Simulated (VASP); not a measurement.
Input of a VASP 6.6.1 run:

File INCAR:

```
ALGO = Normal ; EDIFF = 1E-6
ENCUT = 1330 ; GGA_COMPAT = F
ISIF = 2 ; ISMEAR = 0
LASPH = T ; LCHARG = T
LELF = T ; LREAL = F
LVHAR = T ; LWAVE = F
NBANDS = 21 ; NELM = 120
PREC = Accurate ; SIGMA = 0.05
```

File KPOINTS:

```
k-points
0
Gamma
  8 8 6
```

The input POSCAR:

```
AlGaN2
1.0
    2.8923001885      0.0000000000      0.0000000000
    0.0000000000      2.8923001885      0.0000000000
    0.0000000000      0.0000000000      4.8824919482
Al Ga N
1 1 2
Direct
    0.5000000000      0.5000000000      0.5000000000
    0.0000000000      0.0000000000      0.0000000000
    0.5000000000      0.0000000000      0.7418601087
    0.0000000000      0.5000000000      0.2581398913
```

Potentials or basis: VASP PAW LDA potentials, release 64 (Al, Ga_d, N_h).

Run with:

```sh
$ cat potpaw_LDA.64/Al/POTCAR potpaw_LDA.64/Ga_d/POTCAR potpaw_LDA.64/N_h/POTCAR > POTCAR
$ mpirun -np 1 vasp_std > vasp.out
```

Problem. Estimate the band gap on the k mesh.

Solution. 2.60 eV (least direct gap 2.79 eV).

Problem. What does it give for the pressure?

Solution. 7.9 GPa.

Forces on the atoms (eV/Å):
```
Al   0.000  0.000  0.000
Ga   0.000  0.000  0.000
N    0.000  0.000 -0.038
N    0.000  0.000  0.038
```

Caveat: the stress differs along the axes, from -17 to 20 GPa. A k mesh can miss the band edges.
